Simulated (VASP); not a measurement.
# Si2Mo (I4/mmm) in VASP: settings compared

Si2Mo is run at these levels: PBE, PBEsol, r2SCAN; tasks: single point, relaxation of the atoms.

All numbers are computed with VASP 6.6.1; they aren't measurements. Logs are shortened: lines on timing, memory, paths and dates and some standing lists are left out, and cuts for length are marked.

### Step 1. The cell of the first run

Symmetry: I4/mmm, No. 139, tetragonal system. The conventional cell has a = 3.263 Å, b = 3.263 Å, c = 8.015 Å, α = 90.00°, β = 90.00°, γ = 90.00°. Within 3.5 Å of Mo (site symmetry 4/mmm) lie 10 Si at 2.67 Å and 4 Mo at 3.26 Å. Si (site symmetry 4mm) has 9 Si at 2.66 to 3.26 Å and 5 Mo at 2.67 Å within 3.5 Å.

### Step 2. Single point, PBE

The input, INCAR:

```
ALGO = Normal
EDIFF = 1E-7
ENCUT = 520
GGA = PE
ISIF = 2
ISMEAR = -1
LASPH = True
LCHARG = False
LREAL = False
LWAVE = False
NBANDS = 18
NELM = 60
PREC = Accurate
SIGMA = 0.05
```

The input, KPOINTS:

```
k-points
0
Gamma
  12 12 12
```

The input, POSCAR:

```
Si2Mo
1.0
   -1.6313805159      1.6313805159      4.0075881985
    1.6313805159     -1.6313805159      4.0075881985
    1.6313805159      1.6313805159     -4.0075881985
Mo Si
1 2
Direct
    0.0000000000      0.0000000000      0.0000000000
    0.6670000000      0.6670000000      0.0000000000
    0.3330000000      0.3330000000      0.0000000000
```

Potentials or basis: VASP PAW PBE potentials, release 64 (Mo_sv, Si).

Started as:

```console
$ cat potpaw_PBE.64/Mo_sv/POTCAR potpaw_PBE.64/Si/POTCAR > POTCAR
$ mpirun -np 1 vasp_std > vasp.out
```

OUTCAR:

```text
EDIFF = 1E-7
   ENCUT = 520
   GGA = PE
   ISIF = 2
   ISMEAR = -1
   LASPH = True
   LREAL = False
   NELM = 60
   PREC = Accurate

 ion  position               nearest neighbor table
   1  0.000  0.000  0.000-   3 2.67   2 2.67   2 2.67   2 2.67   2 2.67   3 2.67   3 2.67   3 2.67
                             2 2.67   3 2.67
   2  0.667  0.667  0.000-   3 2.66   3 2.66   3 2.66   3 2.66   1 2.67   1 2.67   1 2.67   1 2.67
                             1 2.67   3 2.68
   3  0.333  0.333  0.000-   2 2.66   2 2.66   2 2.66   2 2.66   1 2.67   1 2.67   1 2.67   1 2.67
                             1 2.67   2 2.68

  LATTYP: Found a body centered tetragonal cell.
 ALAT       =     3.2627610318
 C/A-ratio  =     2.4565624999

  Lattice vectors:

 A1 = (  -1.6313805159,   1.6313805159,   4.0075881985)
 A2 = (   1.6313805159,  -1.6313805159,   4.0075881985)
 A3 = (   1.6313805159,   1.6313805159,  -4.0075881985)

Analysis of symmetry for initial positions (statically):
=====================================================================
 Subroutine PRICEL returns:
 Original cell was already a primitive cell.

 Routine SETGRP: Setting up the symmetry group for a
 body centered tetragonal supercell.

 Subroutine GETGRP returns: Found 16 space group operations
 (whereof 16 operations were pure point group operations)
 out of a pool of 16 trial point group operations.

The static configuration has the point symmetry D_4h.

Analysis of symmetry for dynamics (positions and initial velocities):
=====================================================================
 Subroutine PRICEL returns:
 Original cell was already a primitive cell.

 Routine SETGRP: Setting up the symmetry group for a
 body centered tetragonal supercell.

 Subroutine GETGRP returns: Found 16 space group operations
 (whereof 16 operations were pure point group operations)
 out of a pool of 16 trial point group operations.

The dynamic configuration has the point symmetry D_4h.

 Subroutine INISYM returns: Found 16 space group operations
 (whereof 16 operations are pure point group operations),
 and found     1 'primitive' translations

----------------------------------------------------------------------------------------

                                     Primitive cell

  volume of cell :      42.6632

  direct lattice vectors                    reciprocal lattice vectors
    -1.631380516  1.631380516  4.007588198     0.000000000  0.306488888  0.124763318
     1.631380516 -1.631380516  4.007588198     0.306488888  0.000000000  0.124763318
[... 87 lines left out ...]
   EDIFF  = 0.1E-06   stopping-criterion for ELM
   LREAL  =      F    real-space projection
   EDIFFG = 0.1E-05   stopping-criterion for IOM
   NSW    =      0    number of steps for IOM
   IBRION =     -1    ionic relax: 0-MD 1-quasi-New 2-CG
   NFREE  =      0    steps in history (QN), initial steepest desc. (CG)
   ISIF   =      2    stress and relaxation
   ISYM   =      2    0-nonsym 1-usesym 2-fastsym
   POTIM  = 0.5000    time-step for ionic-motion
   TEBEG  =    0.0;   TEEND  =   0.0 temperature during run
   PSTRESS=    0.0 pullay stress
   NELECT =      22.0000    total number of electrons
   NUPDOWN=      -1.0000    fix difference up-down
   EMIN   =  10.00;   EMAX   =-10.00  energy-range for DOS
   EFERMI =   0.00;   METHOD = LEGACY
   ISMEAR =    -1;   SIGMA  =   0.05  broadening in eV -4-tet -1-fermi 0-gaus
   EFERMI_NEDOS =   21; number of points for ismear=-14 and -15
   IALGO  =     38    algorithm
   IMIX   =      4    mixing-type and parameters
     AMIX     =   0.40;   BMIX     =  1.00
     AMIX_MAG =   1.60;   BMIX_MAG =  1.00
  volume/ion in A,a.u.               =      14.22        95.97
  Fermi-wavevector in a.u.,A,eV,Ry     =   1.312798  2.480828 23.448800  1.723438
  Thomas-Fermi vector in A             =   2.443165
   LORBIT       =      0    0 simple, 1 ext, 2 COOP (PROOUT), +10 PAW based schemes
   GGA     = PE    functional components
   LHFCALC =     F    Hartree Fock is set to
   AEXX    =    0.0000 exact exchange contribution
   IVDW    =     0    specifies the selected vdW correction
   LEPSILON=     F    determine dielectric tensor
   LRPA    =     F    only Hartree local field effects (RPA)
 non-spin polarized calculation
  energy-cutoff  :      520.00
  volume of cell :       42.66
 maximum number of plane-waves:      1168
   NGX = 17   NGY = 17   NGZ = 17

 number of electron      22.0000000 magnetization

 Free energy of the ion-electron system (eV)
  ---------------------------------------------------
  ext. energy  EPLUGINS =         0.00000000
  ---------------------------------------------------
  free energy    TOTEN  =       -23.20101526 eV

  energy without entropy =      -23.19844787  energy(sigma->0) =      -23.19973157

 E-fermi :  11.4171     XC(G=0): -12.1535

 val. band max:       11.3472774201   @ k =  -0.3333  -0.4167   0.3333
 cond. band min:      11.4605221534   @ k =   0.0833  -0.0000   0.0000
 fundamental gap:      0.1132447333
 Fermi energy:        11.4170722344

 k-point     1 :       0.0000    0.0000    0.0000
  band No.  band energies     occupation
      1     -49.4007      2.00000
      2     -23.5259      2.00000
      3     -23.4554      2.00000
      4     -23.4554      2.00000
      5      -1.5955      2.00000
      6       5.4339      2.00000
[... 481 lines left out ...]
      5       1.2101      2.00000
      6       3.6747      2.00000
[... 10 lines left out ...]
     17      18.4052      0.00000
     18      19.1355      0.00000

 [... further k-points ...]

------------------------ aborting loop because EDIFF is reached ----------------------------------------

  FORCE on cell =-STRESS in cart. coord.  units (eV):
  Direction    XX          YY          ZZ          XY          YZ          ZX
  --------------------------------------------------------------------------------------
  -------------------------------------------------------------------------------------
  Total       -2.1205870     -2.1205870     -2.7897557      0.0000000      0.0000000      0.0000000
  in kB      -79.6366617    -79.6366617   -104.7666684      0.0000000      0.0000000      0.0000000
  external PRESSURE =     -88.0133306 kB  Pullay stress =       0.0000000 kB

 VOLUME and BASIS-vectors are now :
 -----------------------------------------------------------------------------
  energy-cutoff  :      520.00
  volume of cell :       42.66
      direct lattice vectors                 reciprocal lattice vectors
    -1.631380516  1.631380516  4.007588198     0.000000000  0.306488888  0.124763318
     1.631380516 -1.631380516  4.007588198     0.306488888  0.000000000  0.124763318
     1.631380516  1.631380516 -4.007588198     0.306488888  0.306488888  0.000000000

 POSITION                                       TOTAL-FORCE (eV/Angst)
 -----------------------------------------------------------------------------------
      0.00000      0.00000      0.00000        -0.000000     -0.000000     -0.000000
      0.00000      0.00000      5.34612         0.000000      0.000000     -0.360396
      0.00000      0.00000      2.66905         0.000000      0.000000      0.360396
 -----------------------------------------------------------------------------------
    total drift:                                0.000000      0.000000     -0.000000

  FREE ENERGIE OF THE ION-ELECTRON SYSTEM (eV)
  ---------------------------------------------------
  free  energy   TOTEN  =       -23.2010152646 eV

  energy  without entropy=      -23.1984478655  energy(sigma->0) =      -23.19973157
```

OSZICAR:

```text
N       E                     dE             d eps       ncg     rms          rms(c)
DAV:   1     0.120140459132E+03    0.12014E+03   -0.11215E+04  5876   0.116E+03
DAV:   2    -0.210227861547E+02   -0.14116E+03   -0.13829E+03  6930   0.295E+02
DAV:   3    -0.241504947891E+02   -0.31277E+01   -0.30955E+01  7382   0.392E+01
DAV:   4    -0.241695888455E+02   -0.19094E-01   -0.19070E-01  6876   0.327E+00
DAV:   5    -0.241697215206E+02   -0.13268E-03   -0.13267E-03  6892   0.293E-01    0.186E+01
DAV:   6    -0.234102510941E+02    0.75947E+00   -0.70236E+00  6160   0.163E+01    0.397E+00
DAV:   7    -0.232388808109E+02    0.17137E+00   -0.12238E+00  6126   0.636E+00    0.384E+00
DAV:   8    -0.232019711468E+02    0.36910E-01   -0.11227E-01  6350   0.240E+00    0.468E-01
DAV:   9    -0.232010737793E+02    0.89737E-03   -0.25136E-03  7172   0.382E-01    0.271E-01
DAV:  10    -0.232010411636E+02    0.32616E-04   -0.68409E-04  6522   0.219E-01    0.586E-02
DAV:  11    -0.232010226861E+02    0.18477E-04   -0.28526E-04  6346   0.123E-01    0.504E-02
DAV:  12    -0.232010157659E+02    0.69202E-05   -0.35278E-05  6230   0.408E-02    0.978E-03
DAV:  13    -0.232010155793E+02    0.18660E-06   -0.61201E-07  6610   0.594E-03    0.220E-03
DAV:  14    -0.232010152898E+02    0.28947E-06   -0.14333E-07  4040   0.221E-03    0.836E-04
DAV:  15    -0.232010152646E+02    0.25186E-07   -0.54099E-09  3210   0.526E-04
   1 F= -.23201015E+02 E0= -.23199732E+02  d E =-.256740E-02
```

stdout:

```text
POSCAR found type information on POSCAR MoSi
 POSCAR found :  2 types and       3 ions
 scaLAPACK will be used
 LDA part: xc-table for (Slater+PW92), standard interpolation
 POSCAR, INCAR and KPOINTS ok, starting setup
 FFT: planning ... GRIDC
 FFT: planning ... GRID_SOFT
 FFT: planning ... GRID
 WAVECAR not read
 entering main loop
```

Wall time 1.9 min (1 thread of AMD EPYC 9R45 (Zen 5), shared host); peak memory 0.25 GiB.

What came out:

```
Free energy            : -23.2010 eV
Pressure               : -8.8 GPa
Largest force          : 0.360 eV/Å
Band gap on the k mesh : zero (bands 11 and 12 overlap by 1.00 eV)
```

Forces in eV/Å, atoms in the order of the input:
```
Mo   0.000  0.000  0.000
Si   0.000  0.000 -0.360
Si   0.000  0.000  0.360
```

Caveat: the cell stands under tension.

### Step 3. Relaxation of the atoms, PBEsol

This run uses another cell than the first one, of 13.15 Å³/atom.

The input, INCAR:

```
SYSTEM = Si2Mo
PREC = Accurate
ENCUT = 520
EDIFF = 1E-6
ISMEAR = -1
SIGMA = 0.05
LREAL = .False.
LASPH = .True.
NELM = 80
ALGO = Normal
ISIF = 2
LWAVE = .False.
LCHARG = .False.
GGA = PS
IBRION = 2
NSW = 60
EDIFFG = -0.01
```

The input, KPOINTS:

```
Automatic mesh
0
Gamma
  10 10 10
  0 0 0
```

The input, POSCAR:

```
Si2Mo
1.0
   -1.6000000000      1.6000000000      3.8518900000
    1.6000000000     -1.6000000000      3.8518900000
    1.6000000000      1.6000000000     -3.8518900000
Mo Si
1 2
Direct
    0.0000000000      0.0000000000      0.0000000000
    0.6670000000      0.6670000000      0.0000000000
    0.3330000000      0.3330000000      0.0000000000
```

Potentials or basis: VASP PAW PBE potentials, release 64 (Mo_sv, Si).

Started as:

```console
$ cat potpaw_PBE.64/Mo_sv/POTCAR potpaw_PBE.64/Si/POTCAR > POTCAR
$ mpirun -np 1 vasp_std > vasp.out
```

Run time: 62 s. Hardware: 1 thread of Intel Xeon 6975P-C (Granite Rapids), shared host; peak memory 0.23 GiB.

It converged, with:

| Quantity | Value |
| --- | --- |
| Free energy | -25.0648 eV |
| Energy gained by relaxing | 1.6 meV/atom |
| Ionic steps | 2 |
| Pressure after relaxing | 2.9 GPa |
| Largest force after relaxing | 0.008 eV/Å |
| Band gap on the k mesh | zero (bands 11 and 12 overlap by 0.98 eV) |

Forces on the atoms (eV/Å):
```
Mo   0.000  0.000  0.000
Si   0.000  0.000  0.008
Si   0.000  0.000 -0.008
```

Stress tensor (GPa, compression positive):
```
0.29 0.00 0.00
0.00 0.29 0.00
0.00 0.00 8.01
```

The path:
| step | energy change (eV) | largest force (eV/Å) | pressure (GPa) |
| --- | --- | --- | --- |
| 1 | 0.0000 | 0.3199 | 2.64 |
| 2 | -0.0049 | 0.0079 | 2.86 |

Final structure:
```cif
data_structure
_symmetry_space_group_name_H-M 'P 1'
_symmetry_Int_Tables_number 1
_cell_length_a 4.4673
_cell_length_b 4.4673
_cell_length_c 4.4673
_cell_angle_alpha 138.026
_cell_angle_beta 138.026
_cell_angle_gamma 60.863
_cell_volume 39.44
loop_
_atom_site_label
_atom_site_type_symbol
_atom_site_fract_x
_atom_site_fract_y
_atom_site_fract_z
_atom_site_occupancy
Mo1 Mo 0.00000 0.00000 0.00000 1
Si1 Si 0.66500 0.66500 0.00000 1
Si2 Si 0.33500 0.33500 0.00000 1
```

Levels at points of the mesh, in eV from the Fermi level:
```
           k point  band 8  band 9  band 10  band 11  band 12  band 13  band 14  band 15
(0.00, 0.00, 0.00)   -3.05   -2.66    -2.66     0.39     3.18     3.28     3.54     3.54
(0.50, 0.00, 0.00)   -4.42   -2.63    -2.52    -0.49     2.34     3.13     4.41     4.52
(0.50, 0.50, 0.00)   -5.08   -4.45    -2.94    -1.15     2.38     2.91     3.50     3.68
(0.50, 0.50, 0.50)   -2.19   -0.49    -0.49    -0.49    -0.49     0.55     5.22     5.54
```

Caveat: the PAW data sets were made with another functional, which shifts forces and pressure a little.

(Continued in part 2 of 2.)
